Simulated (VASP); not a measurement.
# CsInH4 (P4/mmm) in VASP: notebook

Runs on CsInH4. Level: PBE. Tasks: single point, relaxation of cell and atoms.

Everything below comes from runs of VASP 6.6.1. Logs are shortened: lines on timing, memory, paths and dates and some standing lists are left out, and cuts for length are marked.

**1. The cell of the first run**

The structure is tetragonal, space group P4/mmm (No. 123). The conventional cell has a = 4.237 Å, b = 4.237 Å, c = 6.887 Å, α = 90.00°, β = 90.00°, γ = 90.00°. Cs (site symmetry 4/mmm) has 12 H at 3.02 to 3.83 Å within 4.0 Å. Within 4.0 Å of In (site symmetry 4/mmm) lie 12 H at 3.02 to 3.85 Å. Within 1.1 Å of H (site symmetry 4mm) lie 1 H at 0.81 Å. H (site symmetry 4mm) has 1 H at 0.77 Å within 1.1 Å.

**2. Single point, PBE**

File INCAR:

```
PREC = Accurate
ENCUT = 520
EDIFF = 1E-6
ISMEAR = 0
SIGMA = 0.1
LREAL = F
LASPH = T
NELM = 100
ALGO = Normal
ISIF = 2
LWAVE = F
LCHARG = F
GGA = PE
NBANDS = 22
```

File KPOINTS:

```
Automatic mesh
0
Gamma
  10 10 6
```

File POSCAR:

```
CsInH4
1.0
    4.2365597985      0.0000000000      0.0000000000
    0.0000000000      4.2365597985      0.0000000000
    0.0000000000      0.0000000000      6.8871032122
Cs In H
1 1 4
Direct
    0.5000000000      0.5000000000      0.5000000000
    0.0000000000      0.0000000000      0.0000000000
    0.0000000000      0.0000000000      0.5585723388
    0.5000000000      0.5000000000      0.0560309910
    0.5000000000      0.5000000000      0.9439690090
    0.0000000000      0.0000000000      0.4414276612
```

Potentials or basis: VASP PAW PBE potentials, release 64 (Cs_sv, In_d, H).

Launch:

```sh
$ cat potpaw_PBE.64/Cs_sv/POTCAR potpaw_PBE.64/In_d/POTCAR potpaw_PBE.64/H/POTCAR > POTCAR
$ mpirun -np 1 vasp_std > vasp.out
```

OUTCAR:

```text
PREC = Accurate
   ENCUT = 520
   EDIFF = 1E-6
   ISMEAR = 0
   LREAL = F
   LASPH = T
   NELM = 100
   ISIF = 2
   GGA = PE

 ion  position               nearest neighbor table
   1  0.500  0.500  0.500-
   2  0.000  0.000  0.000-
   3  0.000  0.000  0.559-   6 0.81
   4  0.500  0.500  0.056-   5 0.77
   5  0.500  0.500  0.944-   4 0.77
   6  0.000  0.000  0.441-   3 0.81

  LATTYP: Found a simple tetragonal cell.
 ALAT       =     4.2365597985
 C/A-ratio  =     1.6256357846

  Lattice vectors:

 A1 = (   4.2365597985,   0.0000000000,   0.0000000000)
 A2 = (   0.0000000000,   4.2365597985,   0.0000000000)
 A3 = (   0.0000000000,   0.0000000000,   6.8871032122)

Analysis of symmetry for initial positions (statically):
=====================================================================
 Subroutine PRICEL returns:
 Original cell was already a primitive cell.

 Routine SETGRP: Setting up the symmetry group for a
 simple tetragonal supercell.

 Subroutine GETGRP returns: Found 16 space group operations
 (whereof 16 operations were pure point group operations)
 out of a pool of 16 trial point group operations.

The static configuration has the point symmetry D_4h.

Analysis of symmetry for dynamics (positions and initial velocities):
=====================================================================
 Subroutine PRICEL returns:
 Original cell was already a primitive cell.

 Routine SETGRP: Setting up the symmetry group for a
 simple tetragonal supercell.

 Subroutine GETGRP returns: Found 16 space group operations
 (whereof 16 operations were pure point group operations)
 out of a pool of 16 trial point group operations.

The dynamic configuration has the point symmetry D_4h.

 Subroutine INISYM returns: Found 16 space group operations
 (whereof 16 operations are pure point group operations),
 and found     1 'primitive' translations

----------------------------------------------------------------------------------------

                                     Primitive cell

  volume of cell :     123.6128

  direct lattice vectors                    reciprocal lattice vectors
     4.236559799  0.000000000  0.000000000     0.236040572  0.000000000  0.000000000
     0.000000000  4.236559799  0.000000000     0.000000000  0.236040572  0.000000000
     0.000000000  0.000000000  6.887103212     0.000000000  0.000000000  0.145198928

  length of vectors
     4.236559799  4.236559799  6.887103212     0.236040572  0.236040572  0.145198928

  position of ions in fractional coordinates (direct lattice)
     0.500000000  0.500000000  0.500000000
     0.000000000  0.000000000  0.000000000
     0.000000000  0.000000000  0.558572339
     0.500000000  0.500000000  0.056030991
     0.500000000  0.500000000  0.943969009
     0.000000000  0.000000000  0.441427661

  ion indices of the primitive-cell ions
   primitive index   ion index
                 1           1
                 2           2
                 3           3
                 4           4
                 5           5
                 6           6

----------------------------------------------------------------------------------------

 KPOINTS: Automatic mesh

Automatic generation of k-mesh.
 Grid dimensions read from file:
 generate k-points for:   10   10    6

 Generating k-lattice:

  Cartesian coordinates                     Fractional coordinates (reciprocal lattice)
     0.023604057  0.000000000  0.000000000     0.100000000  0.000000000  0.000000000
     0.000000000  0.023604057  0.000000000     0.000000000  0.100000000  0.000000000
     0.000000000  0.000000000  0.024199821     0.000000000  0.000000000  0.166666667

  Length of vectors
     0.023604057  0.023604057  0.024199821

  Shift w.r.t. Gamma in fractional coordinates (k-lattice)
     0.000000000  0.000000000  0.000000000

 Subroutine IBZKPT returns following result:
 ===========================================

 Found     84 irreducible k-points:

 Following reciprocal coordinates:
            Coordinates               Weight
  0.000000  0.000000  0.000000      1.000000
  0.100000  0.000000  0.000000      4.000000
  0.200000  0.000000  0.000000      4.000000
  0.300000  0.000000  0.000000      4.000000
  0.400000  0.000000  0.000000      4.000000
  0.500000  0.000000  0.000000      2.000000
[... 16 lines left out ...]
  0.100000  0.000000  0.166667      8.000000
  0.200000  0.000000  0.166667      8.000000
 [... further k-points ...]
   k-points           NKPTS =     84   k-points in BZ     NKDIM =     84   number of bands    NBANDS=     22
   number of dos      NEDOS =    301   number of ions     NIONS =      6
   total plane-waves  NPLWV =  55296
   dimension x,y,z NGX =    32 NGY =   32 NGZ =   54
   dimension x,y,z NGXF=    64 NGYF=   64 NGZF=  108
   ions per type =               1   1   4
   NGX,Y,Z   is equivalent  to a cutoff of  12.56, 12.56, 13.03 a.u.
   NGXF,Y,Z  is equivalent  to a cutoff of  25.11, 25.11, 26.07 a.u.
 SYSTEM =  unknown system
   PREC   = accura    normal or accurate (medium, high low for compatibility)
   ISTART =      0    job   : 0-new  1-cont  2-samecut
   ICHARG =      2    charge: 1-file 2-atom 10-const
   ISPIN  =      1    spin polarized calculation?
   LNONCOLLINEAR =      F non collinear calculations
   LSORBIT =      F    spin-orbit coupling
   LASPH  =      T    aspherical Exc in radial PAW
   ENCUT  =  520.0 eV  38.22 Ry    6.18 a.u.   7.88  7.88 12.81*2*pi/ulx,y,z
   NELM   =    100;   NELMIN=  2; NELMDL= -5     # of ELM steps
   EDIFF  = 0.1E-05   stopping-criterion for ELM
   LREAL  =      F    real-space projection
   EDIFFG = 0.1E-04   stopping-criterion for IOM
   NSW    =      0    number of steps for IOM
   IBRION =     -1    ionic relax: 0-MD 1-quasi-New 2-CG
   NFREE  =      0    steps in history (QN), initial steepest desc. (CG)
   ISIF   =      2    stress and relaxation
   ISYM   =      2    0-nonsym 1-usesym 2-fastsym
   POTIM  = 0.5000    time-step for ionic-motion
   TEBEG  =    0.0;   TEEND  =   0.0 temperature during run
   PSTRESS=    0.0 pullay stress
   NELECT =      26.0000    total number of electrons
   NUPDOWN=      -1.0000    fix difference up-down
   EMIN   =  10.00;   EMAX   =-10.00  energy-range for DOS
   EFERMI =   0.00;   METHOD = LEGACY
   ISMEAR =     0;   SIGMA  =   0.10  broadening in eV -4-tet -1-fermi 0-gaus
   EFERMI_NEDOS =   21; number of points for ismear=-14 and -15
   IALGO  =     38    algorithm
   IMIX   =      4    mixing-type and parameters
     AMIX     =   0.40;   BMIX     =  1.00
     AMIX_MAG =   1.60;   BMIX_MAG =  1.00
  volume/ion in A,a.u.               =      20.60       139.03
  Fermi-wavevector in a.u.,A,eV,Ry     =   0.973595  1.839827 12.896780  0.947887
  Thomas-Fermi vector in A             =   2.103987
   LORBIT       =      0    0 simple, 1 ext, 2 COOP (PROOUT), +10 PAW based schemes
   GGA     = PE    functional components
   LHFCALC =     F    Hartree Fock is set to
   AEXX    =    0.0000 exact exchange contribution
   IVDW    =     0    specifies the selected vdW correction
   LEPSILON=     F    determine dielectric tensor
   LRPA    =     F    only Hartree local field effects (RPA)
 non-spin polarized calculation
 Gauss-broadening in eV      SIGMA  =   0.10
  energy-cutoff  :      520.00
  volume of cell :      123.61
 maximum number of plane-waves:      3372
 NGX is ok and might be reduce to    32
   NGX = 15   NGY = 15   NGZ = 25

 number of electron      26.0000005 magnetization

 Free energy of the ion-electron system (eV)
  ---------------------------------------------------
  ext. energy  EPLUGINS =         0.00000000
  ---------------------------------------------------
  free energy    TOTEN  =       -15.98686066 eV

  energy without entropy =      -15.97916926  energy(sigma->0) =      -15.98301496

 E-fermi :   2.4624     XC(G=0):  -7.6986

 val. band max:        2.4485718599   @ k =   0.4000   0.1000   0.3333
 cond. band min:       2.4672938459   @ k =   0.4000   0.4000   0.1667
 fundamental gap:      0.0187219861
 Fermi energy:         2.4624186593

 k-point     1 :       0.0000    0.0000    0.0000
  band No.  band energies     occupation
      1     -20.9809      2.00000
      2     -12.3861      2.00000
      3     -12.3514      2.00000
      4     -12.2586      2.00000
      5     -12.2586      2.00000
      6     -12.2494      2.00000
[... 14 lines left out ...]
     21       7.0244      0.00000
     22       8.4950      0.00000

 k-point     2 :       0.1000    0.0000    0.0000
  band No.  band energies     occupation
      1     -20.9754      2.00000
      2     -12.3835      2.00000
      3     -12.3525      2.00000
      4     -12.2599      2.00000
      5     -12.2585      2.00000
      6     -12.2479      2.00000
[... 14 lines left out ...]
     21       7.2775      0.00000
     22       7.8763      0.00000

 k-point     3 :       0.2000    0.0000    0.0000
  band No.  band energies     occupation
      1     -20.9608      2.00000
      2     -12.3770      2.00000
      3     -12.3554      2.00000
      4     -12.2632      2.00000
      5     -12.2583      2.00000
      6     -12.2438      2.00000
[... 14 lines left out ...]
     21       7.2140      0.00000
     22       7.5986      0.00000

 k-point     4 :       0.3000    0.0000    0.0000
  band No.  band energies     occupation
      1     -20.9426      2.00000
      2     -12.3693      2.00000
      3     -12.3590      2.00000
      4     -12.2672      2.00000
      5     -12.2579      2.00000
      6     -12.2384      2.00000
[... 14 lines left out ...]
     21       7.4123      0.00000
     22       7.8754      0.00000

 k-point     5 :       0.4000    0.0000    0.0000
  band No.  band energies     occupation
      1     -20.9277      2.00000
      2     -12.3633      2.00000
      3     -12.3620      2.00000
      4     -12.2705      2.00000
      5     -12.2577      2.00000
      6     -12.2338      2.00000
[... 14 lines left out ...]
     21       7.7534      0.00000
     22       7.9916      0.00000

 k-point     6 :       0.5000    0.0000    0.0000
  band No.  band energies     occupation
      1     -20.9220      2.00000
      2     -12.3631      2.00000
      3     -12.3611      2.00000
      4     -12.2718      2.00000
      5     -12.2576      2.00000
      6     -12.2320      2.00000
[... 14 lines left out ...]
     21       7.6848      0.00000
     22       8.2575      0.00000

 k-point     7 :       0.1000    0.1000    0.0000
  band No.  band energies     occupation
      1     -20.9699      2.00000
      2     -12.3809      2.00000
      3     -12.3537      2.00000
      4     -12.2599      2.00000
      5     -12.2597      2.00000
      6     -12.2465      2.00000
[... 324 lines left out ...]
      6     -12.2243      2.00000
[... 14 lines left out ...]
     21       7.3510      0.00000
     22       8.4770      0.00000

 k-point    21 :       0.5000    0.5000    0.0000
  band No.  band energies     occupation
      1     -20.8702      2.00000
      2     -12.3898      2.00000
      3     -12.3305      2.00000
      4     -12.2695      2.00000
      5     -12.2695      2.00000
      6     -12.2233      2.00000
[... 14 lines left out ...]
     21       7.9589      0.00000
     22       7.9589      0.00000

 k-point    22 :       0.0000    0.0000    0.1667
  band No.  band energies     occupation
      1     -20.9809      2.00000
      2     -12.3861      2.00000
      3     -12.3514      2.00000
      4     -12.2587      2.00000
      5     -12.2587      2.00000
      6     -12.2491      2.00000
[... 14 lines left out ...]
     21       7.9313      0.00000
     22       8.4080      0.00000

 k-point    23 :       0.1000    0.0000    0.1667
  band No.  band energies     occupation
      1     -20.9753      2.00000
      2     -12.3835      2.00000
      3     -12.3525      2.00000
      4     -12.2599      2.00000
      5     -12.2586      2.00000
      6     -12.2476      2.00000
[... 14 lines left out ...]
     21       7.9084      0.00000
     22       8.0053      0.00000

 k-point    24 :       0.2000    0.0000    0.1667
  band No.  band energies     occupation
      1     -20.9607      2.00000
      2     -12.3770      2.00000
      3     -12.3554      2.00000
      4     -12.2631      2.00000
      5     -12.2583      2.00000
      6     -12.2435      2.00000
[... 14 lines left out ...]
     21       7.5662      0.00000
     22       8.0953      0.00000

 [... further k-points ...]

------------------------ aborting loop because EDIFF is reached ----------------------------------------

  FORCE on cell =-STRESS in cart. coord.  units (eV):
  Direction    XX          YY          ZZ          XY          YZ          ZX
  --------------------------------------------------------------------------------------
  -------------------------------------------------------------------------------------
  Total       -0.0246740     -0.0246740     -0.0577100      0.0000000      0.0000000      0.0000000
  in kB       -0.3198063     -0.3198063     -0.7479940      0.0000000      0.0000000      0.0000000
  external PRESSURE =      -0.4625356 kB  Pullay stress =       0.0000000 kB

 VOLUME and BASIS-vectors are now :
 -----------------------------------------------------------------------------
  energy-cutoff  :      520.00
  volume of cell :      123.61
      direct lattice vectors                 reciprocal lattice vectors
     4.236559799  0.000000000  0.000000000     0.236040572  0.000000000  0.000000000
     0.000000000  4.236559799  0.000000000     0.000000000  0.236040572  0.000000000
     0.000000000  0.000000000  6.887103212     0.000000000  0.000000000  0.145198928

 POSITION                                       TOTAL-FORCE (eV/Angst)
 -----------------------------------------------------------------------------------
      2.11828      2.11828      3.44355         0.000000      0.000000      0.000000
      0.00000      0.00000      0.00000         0.000000      0.000000      0.000000
      0.00000      0.00000      3.84695         0.000000      0.000000     -0.010951
      2.11828      2.11828      0.38589         0.000000     -0.000000     -0.010234
      2.11828      2.11828      6.50121        -0.000000     -0.000000      0.010234
      0.00000      0.00000      3.04016         0.000000      0.000000      0.010951
 -----------------------------------------------------------------------------------
    total drift:                                0.000000      0.000000      0.000000

  FREE ENERGIE OF THE ION-ELECTRON SYSTEM (eV)
  ---------------------------------------------------
  free  energy   TOTEN  =       -15.9868606576 eV

  energy  without entropy=      -15.9791692557  energy(sigma->0) =      -15.98301496
```

It took 69 s on 1 thread of Intel Xeon 6975P-C (Granite Rapids), shared host; peak memory 0.39 GiB.

Results:

```
Free energy            : -15.9869 eV
Pressure               : 0.0 GPa
Largest force          : 0.011 eV/Å
Band gap on the k mesh : zero (band 13 reaches 3.13 eV, above the bottom of band 14 at 1.64 eV)
```

Forces in eV/Å, atoms in the order of the input:
```
Cs   0.000  0.000  0.000
In   0.000  0.000  0.000
H    0.000  0.000 -0.011
H    0.000  0.000 -0.010
H    0.000  0.000  0.010
H    0.000  0.000  0.011
```

Caveat: spin-orbit coupling is left out, which moves the levels of the heavy elements.

(Part 1 of 2 ends here.)
